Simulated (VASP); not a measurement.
# Li (P6_3/mmc) in VASP: a series of runs

Runs on Li. Level: PBEsol. Tasks: single point, relaxation of cell and atoms.

All numbers are computed with VASP 6.6.1; they aren't measurements. Logs are shortened: lines on timing, memory, paths and dates and some standing lists are left out, and cuts for length are marked.

## 1. The cell of the first run

The structure is hexagonal, space group P6_3/mmc (No. 194). Conventional cell: a = 3.057 Å, b = 3.057 Å, c = 4.983 Å, α = 90.00°, β = 90.00°, γ = 120.00°. Within 4.0 Å of Li (site symmetry -6m2) lie 12 Li at 3.05 to 3.06 Å.

## 2. Single point, PBEsol

INCAR reads:

```
SYSTEM = Li
ALGO     = Normal         ! electronic algorithm
EDIFF    = 1E-6           ! SCF threshold, eV
ENCUT    = 520            ! plane-wave cutoff, eV
GGA      = PS             ! functional
ISIF     = 2              ! what is computed and relaxed
ISMEAR   = 0              ! smearing method
LASPH    = .TRUE.         ! aspherical terms in the spheres
LCHARG   = .FALSE.        ! write CHGCAR
LREAL    = .FALSE.        ! projectors in reciprocal space
LWAVE    = .FALSE.        ! write WAVECAR
NBANDS   = 10             ! bands
NELM     = 100            ! most SCF steps
PREC     = Accurate       ! precision mode
SIGMA    = 0.1            ! smearing width, eV
```

KPOINTS reads:

```
k-points
0
G
  21 21 12
  0 0 0
```

POSCAR reads:

```
Li
1.0
    3.0573590973      0.0000000000      0.0000000000
   -1.5286795486      2.6477506467      0.0000000000
    0.0000000000      0.0000000000      4.9831610774
Li
2
Direct
    0.3333333333      0.6666666667      0.2500000000
    0.6666666667      0.3333333333      0.7500000000
```

Potentials or basis: VASP PAW PBE potentials, release 64 (Li_sv).

The run is started by

```sh
> cat potpaw_PBE.64/Li_sv/POTCAR > POTCAR
> mpirun -np 1 vasp_std > vasp.out
```

OUTCAR:

```text
SYSTEM = Li
   EDIFF = 1E-6
   ENCUT = 520
   GGA = PS
   ISIF = 2
   ISMEAR = 0
   LASPH = .TRUE.
   LREAL = .FALSE.
   NELM = 100
   PREC = Accurate

 ion  position               nearest neighbor table
   1  0.333  0.667  0.250-
   2  0.667  0.333  0.750-

  LATTYP: Found a hexagonal cell.
 ALAT       =     3.0573590973
 C/A-ratio  =     1.6298906732

  Lattice vectors:

 A1 = (   3.0573590973,   0.0000000000,   0.0000000000)
 A2 = (  -1.5286795486,   2.6477506467,   0.0000000000)
 A3 = (   0.0000000000,   0.0000000000,   4.9831610774)

Analysis of symmetry for initial positions (statically):
=====================================================================
 Subroutine PRICEL returns:
 Original cell was already a primitive cell.

 Routine SETGRP: Setting up the symmetry group for a
 hexagonal supercell.

 Subroutine GETGRP returns: Found 24 space group operations
 (whereof 12 operations were pure point group operations)
 out of a pool of 24 trial point group operations.

The static configuration has the point symmetry D_3d.
 The point group associated with its full space group is D_6h.

Analysis of symmetry for dynamics (positions and initial velocities):
=====================================================================
 Subroutine PRICEL returns:
 Original cell was already a primitive cell.

 Routine SETGRP: Setting up the symmetry group for a
 hexagonal supercell.

 Subroutine GETGRP returns: Found 24 space group operations
 (whereof 12 operations were pure point group operations)
 out of a pool of 24 trial point group operations.

The dynamic configuration has the point symmetry D_3d.
 The point group associated with its full space group is D_6h.

 Subroutine INISYM returns: Found 24 space group operations
 (whereof 12 operations are pure point group operations),
 and found     1 'primitive' translations

----------------------------------------------------------------------------------------

                                     Primitive cell

  volume of cell :      40.3393

  direct lattice vectors                    reciprocal lattice vectors
     3.057359097  0.000000000  0.000000000     0.327079668  0.188839535  0.000000000
    -1.528679549  2.647750647  0.000000000     0.000000000  0.377679069  0.000000000
     0.000000000  0.000000000  4.983161077     0.000000000  0.000000000  0.200675833

  length of vectors
     3.057359097  3.057359097  4.983161077     0.377679069  0.377679069  0.200675833

  position of ions in fractional coordinates (direct lattice)
     0.333333333  0.666666667  0.250000000
[... 81 lines left out ...]
   NSW    =      0    number of steps for IOM
   IBRION =     -1    ionic relax: 0-MD 1-quasi-New 2-CG
   NFREE  =      0    steps in history (QN), initial steepest desc. (CG)
   ISIF   =      2    stress and relaxation
   ISYM   =      2    0-nonsym 1-usesym 2-fastsym
   POTIM  = 0.5000    time-step for ionic-motion
   TEBEG  =    0.0;   TEEND  =   0.0 temperature during run
   PSTRESS=    0.0 pullay stress
   NELECT =       6.0000    total number of electrons
   NUPDOWN=      -1.0000    fix difference up-down
   EMIN   =  10.00;   EMAX   =-10.00  energy-range for DOS
   EFERMI =   0.00;   METHOD = LEGACY
   ISMEAR =     0;   SIGMA  =   0.10  broadening in eV -4-tet -1-fermi 0-gaus
   EFERMI_NEDOS =   21; number of points for ismear=-14 and -15
   IALGO  =     38    algorithm
   IMIX   =      4    mixing-type and parameters
     AMIX     =   0.40;   BMIX     =  1.00
     AMIX_MAG =   1.60;   BMIX_MAG =  1.00
  volume/ion in A,a.u.               =      20.17       136.11
  Fermi-wavevector in a.u.,A,eV,Ry     =   0.867393  1.639135 10.236617  0.752370
  Thomas-Fermi vector in A             =   1.985920
   LORBIT       =      0    0 simple, 1 ext, 2 COOP (PROOUT), +10 PAW based schemes
   GGA     = PS    functional components
   LHFCALC =     F    Hartree Fock is set to
   AEXX    =    0.0000 exact exchange contribution
   IVDW    =     0    specifies the selected vdW correction
   LEPSILON=     F    determine dielectric tensor
   LRPA    =     F    only Hartree local field effects (RPA)
 non-spin polarized calculation
 Gauss-broadening in eV      SIGMA  =   0.10
  energy-cutoff  :      520.00
  volume of cell :       40.34
 maximum number of plane-waves:      1108
 NGX is ok and might be reduce to    24
   NGX = 11   NGY = 11   NGZ = 19

 number of electron       6.0000000 magnetization

 Free energy of the ion-electron system (eV)
  ---------------------------------------------------
  ext. energy  EPLUGINS =         0.00000000
  ---------------------------------------------------
  free energy    TOTEN  =        -3.93716163 eV

  energy without entropy =       -3.93204158  energy(sigma->0) =       -3.93460160

 E-fermi :   0.6257     XC(G=0):  -7.0298

 val. band max:        0.6096622486   @ k =   0.4762   0.0476   0.0833
 cond. band min:       0.6261876647   @ k =   0.1905   0.0952   0.2500
 fundamental gap:      0.0165254160
 Fermi energy:         0.6257213527

 k-point     1 :       0.0000    0.0000    0.0000
  band No.  band energies     occupation
      1     -45.2636      2.00000
      2     -45.2440      2.00000
      3      -2.9211      2.00000
      4       0.6314      0.93597
      5       3.6040      0.00000
      6      13.1297      0.00000
      7      13.1297      0.00000
      8      14.5359      0.00000
      9      14.5359      0.00000
     10      15.2188      0.00000
[... 287 lines left out ...]
 k-point    24 :       0.1905    0.0952    0.0000
  band No.  band energies     occupation
      1     -45.2545      2.00000
      2     -45.2400      2.00000
      3      -1.9101      2.00000
      4       1.9636      0.00000
      5       3.8758      0.00000
      6       8.0529      0.00000
      7       9.5361      0.00000
      8      12.5482      0.00000
      9      13.0313      0.00000
     10      13.9000      0.00000

 [... further k-points ...]
[... 5 lines left out ...]
  --------------------------------------------------------------------------------------
  -------------------------------------------------------------------------------------
  Total       -0.0122261     -0.0122261     -0.0160912     -0.0000000      0.0000000      0.0000000
  in kB       -0.4855895     -0.4855895     -0.6391018     -0.0000000      0.0000000      0.0000000
  external PRESSURE =      -0.5367603 kB  Pullay stress =       0.0000000 kB

 VOLUME and BASIS-vectors are now :
 -----------------------------------------------------------------------------
  energy-cutoff  :      520.00
  volume of cell :       40.34
      direct lattice vectors                 reciprocal lattice vectors
     3.057359097  0.000000000  0.000000000     0.327079668  0.188839535  0.000000000
    -1.528679549  2.647750647  0.000000000     0.000000000  0.377679069  0.000000000
     0.000000000  0.000000000  4.983161077     0.000000000  0.000000000  0.200675833

 POSITION                                       TOTAL-FORCE (eV/Angst)
 -----------------------------------------------------------------------------------
     -0.00000      1.76517      1.24579         0.000000     -0.000000      0.000000
      1.52868      0.88258      3.73737        -0.000000      0.000000      0.000000
 -----------------------------------------------------------------------------------
    total drift:                               -0.000000      0.000000      0.000000

  FREE ENERGIE OF THE ION-ELECTRON SYSTEM (eV)
  ---------------------------------------------------
  free  energy   TOTEN  =        -3.9371616269 eV

  energy  without entropy=       -3.9320415820  energy(sigma->0) =       -3.93460160
```

OSZICAR:

```text
N       E                     dE             d eps       ncg     rms          rms(c)
DAV:   1     0.166776854447E+02    0.16678E+02   -0.32348E+03  6728   0.566E+02
DAV:   2    -0.146927660487E+01   -0.18147E+02   -0.17643E+02  8684   0.108E+02
DAV:   3    -0.388785606056E+01   -0.24186E+01   -0.24010E+01 10858   0.312E+01
DAV:   4    -0.394142274926E+01   -0.53567E-01   -0.53479E-01  8850   0.465E+00
DAV:   5    -0.394202545458E+01   -0.60271E-03   -0.60268E-03  8964   0.479E-01    0.481E-01
DAV:   6    -0.393855492814E+01    0.34705E-02   -0.13168E-03 10704   0.186E-01    0.268E-01
DAV:   7    -0.393710924361E+01    0.14457E-02   -0.26623E-03  9842   0.287E-01    0.350E-02
DAV:   8    -0.393716678040E+01   -0.57537E-04   -0.59984E-04  8988   0.143E-01    0.150E-02
DAV:   9    -0.393716180273E+01    0.49777E-05   -0.47328E-06  8424   0.155E-02    0.125E-03
DAV:  10    -0.393716162685E+01    0.17588E-06   -0.64234E-07  6708   0.754E-03
   1 F= -.39371616E+01 E0= -.39346016E+01  d E =-.512004E-02
```

stdout:

```text
POSCAR found type information on POSCAR Li
 POSCAR found :  1 types and       2 ions
 scaLAPACK will be used
 -----------------------------------------------------------------------------
|                                                                             |
|                                                                             |
|     You enforced a specific xc type in the INCAR file but a different       |
|     I HOPE YOU KNOW WHAT YOU ARE DOING!                                     |
|                                                                             |
 -----------------------------------------------------------------------------

 LDA part: xc-table for (Slater+PW92), standard interpolation
 POSCAR, INCAR and KPOINTS ok, starting setup
 FFT: planning ... GRIDC
 FFT: planning ... GRID_SOFT
 FFT: planning ... GRID
 WAVECAR not read
 entering main loop
```

It took 25 s on 1 thread of Intel Xeon 6975P-C (Granite Rapids), shared host; peak memory 0.22 GiB.

What came out:

```yaml
Free_energy: -3.9372 eV
Band_gap_on_the_k_mesh: zero (band 3 reaches 2.81 eV, above the bottom of band 4 at -1.80 eV)
```

Caveat: the cutoff is under 1.25 times the usual one of these potentials, so pressure, stress and relaxed cells hold a basis-set (Pulay) error; the PAW data sets were made with another functional, which shifts forces and pressure a little.

## 3. Relaxation of cell and atoms, PBEsol

This run uses another cell than the first one, of 21.34 Å³/atom, 1.058 times its volume.

INCAR reads:

```
PREC = Accurate
ENCUT = 600
EDIFF = 1E-7
ISMEAR = 0
SIGMA = 0.1
LREAL = False
LASPH = True
NELM = 100
ALGO = Normal
ISIF = 3
LWAVE = False
LCHARG = False
GGA = PS
IBRION = 2
NSW = 100
EDIFFG = -0.01
```

KPOINTS reads:

```
Automatic mesh
0
Gamma
  21 21 12
```

POSCAR reads:

```
Li
1.0
    3.1110021516      0.0000000000      0.0000000000
   -1.5555010758      2.6942068945      0.0000000000
    0.0000000000      0.0000000000      5.0930000000
Li
2
Direct
    0.3333333333      0.6666666667      0.2500000000
    0.6666666667      0.3333333333      0.7500000000
```

Potentials or basis: VASP PAW PBE potentials, release 64 (Li_sv).

The run is started by

```sh
> cat potpaw_PBE.64/Li_sv/POTCAR > POTCAR
> mpirun -np 1 vasp_std > vasp.out
```

OUTCAR:

```text
PREC = Accurate
   ENCUT = 600
   EDIFF = 1E-7
   ISMEAR = 0
   LREAL = False
   LASPH = True
   NELM = 100
   ISIF = 3
   GGA = PS
   IBRION = 2
   NSW = 100
   EDIFFG = -0.01

 ion  position               nearest neighbor table
   1  0.333  0.667  0.250-
   2  0.667  0.333  0.750-

  LATTYP: Found a hexagonal cell.
 ALAT       =     3.1110021516
 C/A-ratio  =     1.6370930497

  Lattice vectors:

 A1 = (   3.1110021516,   0.0000000000,   0.0000000000)
 A2 = (  -1.5555010758,   2.6942068945,   0.0000000000)
 A3 = (   0.0000000000,   0.0000000000,   5.0930000000)

Analysis of symmetry for initial positions (statically):
=====================================================================
[... 288 lines left out ...]
  ext. energy  EPLUGINS =         0.00000000
  ---------------------------------------------------
  free energy    TOTEN  =        -3.94098062 eV

  energy without entropy =       -3.93587242  energy(sigma->0) =       -3.93842652

 E-fermi :   0.6532     XC(G=0):  -7.0558

 val. band max:        0.6511716780   @ k =   0.1905   0.0952   0.2500
 cond. band min:       0.6575315405   @ k =   0.3333   0.0476   0.4167
 fundamental gap:      0.0063598625
 Fermi energy:         0.6531785249

 k-point     1 :       0.0000    0.0000    0.0000
  band No.  band energies     occupation
      1     -45.2121      2.00000
      2     -45.1917      2.00000
      3      -2.9082      2.00000
      4       0.6474      1.06555
      5       3.6530      0.00000
      6      13.2655      0.00000
      7      13.2655      0.00000
[... 221 lines left out ...]
 k-point    24 :       0.1905    0.0952    0.0000
  band No.  band energies     occupation
      1     -45.2027      2.00000
      2     -45.1878      2.00000
      3      -1.8926      2.00000
      4       1.9904      0.00000
      5       3.9212      0.00000
      6       8.1446      0.00000
      7       9.6416      0.00000

 [... further k-points ...]
[... 5 lines left out ...]
  --------------------------------------------------------------------------------------
  -------------------------------------------------------------------------------------
  Total        0.0056373      0.0056373     -0.0076238     -0.0000000      0.0000000      0.0000000
  in kB        0.2262430      0.2262430     -0.3059645     -0.0000000      0.0000000      0.0000000
  external PRESSURE =       0.0488405 kB  Pullay stress =       0.0000000 kB
[... 17 lines left out ...]
  FREE ENERGIE OF THE ION-ELECTRON SYSTEM (eV)
  ---------------------------------------------------
  free  energy   TOTEN  =        -3.9409806173 eV

  energy  without entropy=       -3.9358724231  energy(sigma->0) =       -3.93842652

 reached required accuracy - stopping structural energy minimisation
```

OSZICAR:

```text
N       E                     dE             d eps       ncg     rms          rms(c)
DAV:   1     0.664293842361E+01    0.66429E+01   -0.36268E+03  4711   0.876E+02
DAV:   2    -0.187843881448E+01   -0.85214E+01   -0.83593E+01  6356   0.677E+01
[... 35 lines left out ...]
DAV:   1    -0.394103754006E+01   -0.89996E-04   -0.30820E-03  6986   0.620E-01    0.115E-01
DAV:   2    -0.394103204361E+01    0.54964E-05   -0.62100E-04  5565   0.241E-01    0.823E-02
DAV:   3    -0.394098786173E+01    0.44182E-04   -0.17544E-04  8624   0.960E-02    0.416E-02
DAV:   4    -0.394097722730E+01    0.10634E-04   -0.23802E-05  6629   0.542E-02    0.567E-03
DAV:   5    -0.394097904675E+01   -0.18195E-05   -0.41155E-06  6391   0.173E-02    0.130E-03
DAV:   6    -0.394098052471E+01   -0.14780E-05   -0.11103E-07  3794   0.411E-03    0.119E-04
DAV:   7    -0.394098061730E+01   -0.92594E-07   -0.22992E-08  2611   0.197E-03
   4 F= -.39409806E+01 E0= -.39384265E+01  d E =-.723535E-02
```

CONTCAR:

```text
Li
   1.00000000000000
     3.0452804402809779    0.0000000000000000    0.0000000000000000
    -1.5226402201404889    2.6372902229184048   -0.0000000000000000
     0.0000000000000000    0.0000000000000000    4.9707756583513412
  Li
     2
Direct
     0.3333333332999970    0.6666666667000030    0.2500000000000000
     0.6666666667000030    0.3333333332999970    0.7500000000000000

  0.00000000E+00  0.00000000E+00  0.00000000E+00
  0.00000000E+00  0.00000000E+00  0.00000000E+00
```

Wall time 2 min (1 thread of Intel Xeon 6975P-C (Granite Rapids), shared host); peak memory 0.23 GiB.

Results:

* Free energy: -3.9410 eV
* Relaxed volume: 19.96 Å³/atom
* Relaxed cell: a = 3.045 Å, b = 3.045 Å, c = 4.971 Å, α = 90.00°, β = 90.00°, γ = 120.00°
* Space group after relaxing (to 0.05 Å): P6_3/mmc (No. 194)
* Energy gained by relaxing: 3.6 meV/atom
* Ionic steps: 4
* Pressure after relaxing: 0.0 GPa
* Band gap on the k mesh: zero (band 3 reaches 2.85 eV, above the bottom of band 4 at -1.79 eV)

The path:
```tsv
step	energy change (eV)	largest force (eV/Å)	pressure (GPa)	volume (Å³)
1	0.0000	0.0000	-0.80	42.69
2	-0.0029	0.0000	-0.63	42.03
3	-0.0072	0.0000	-0.06	40.11
4	-0.0072	0.0000	0.00	39.92
```

Final structure:
```xyz
2
Lattice="3.0453 0.0000 0.0000 -1.5226 2.6373 0.0000 0.0000 0.0000 4.9708" Properties=species:S:1:pos:R:3 pbc="T T T"
Li    0.0000    1.7582    1.2427
Li    1.5226    0.8791    3.7281
```

Caveat: the cutoff is under 1.25 times the usual one of these potentials, so pressure, stress and relaxed cells hold a basis-set (Pulay) error; the PAW data sets were made with another functional, which shifts forces and pressure a little.

## 4. Single point, PBEsol

This run uses another cell than the first one, of 21.34 Å³/atom, 1.058 times its volume.

INCAR reads:

```
SYSTEM = Li
ALGO     = Normal         ! electronic algorithm
EDIFF    = 1E-6           ! SCF threshold, eV
ENCUT    = 520            ! plane-wave cutoff, eV
GGA      = PS             ! functional
ISIF     = 2              ! what is computed and relaxed
ISMEAR   = 0              ! smearing method
LASPH    = .True.         ! aspherical terms in the spheres
LCHARG   = .False.        ! write CHGCAR
LREAL    = .False.        ! projectors in reciprocal space
LWAVE    = .False.        ! write WAVECAR
NBANDS   = 10             ! bands
NELM     = 100            ! most SCF steps
PREC     = Accurate       ! precision mode
SIGMA    = 0.1            ! smearing width, eV
```

KPOINTS reads:

```
k-points
0
Gamma
  6 6 4
  0 0 0
```

POSCAR is that of step 3.

The run is started by

```sh
> cat potpaw_PBE.64/Li_sv/POTCAR > POTCAR
> mpirun -np 1 vasp_std > vasp.out
```

It took 2.6 s on 1 thread of Intel Xeon 6975P-C (Granite Rapids), shared host; peak memory 0.14 GiB.

Results (log left out):

```
Free energy            : -3.9306 eV
Band gap on the k mesh : zero (band 3 reaches 2.60 eV, above the bottom of band 4 at -1.91 eV)
```

Levels at points of the mesh, in eV from the Fermi level:
```csv
k point,band 1,band 2,band 3,band 4,band 5,band 6,band 7
"(0.00, 0.00, 0.00)",-45.89,-45.88,-3.38,0.10,2.86,12.17,12.17
"(0.50, 0.00, 0.00)",-45.88,-45.87,0.04,1.10,4.65,5.77,6.10
"(0.00, 0.00, 0.50)",-45.88,-45.88,-2.29,-2.29,7.77,7.77,13.05
"(0.50, 0.00, 0.50)",-45.87,-45.87,0.79,0.79,3.46,3.46,9.62
```

Caveat: the k points lie up to 0.39 Å⁻¹ apart; the cutoff is under 1.25 times the usual one of these potentials, so pressure, stress and relaxed cells hold a basis-set (Pulay) error; the PAW data sets were made with another functional, which shifts forces and pressure a little.

(Continued in part 2 of 2.)
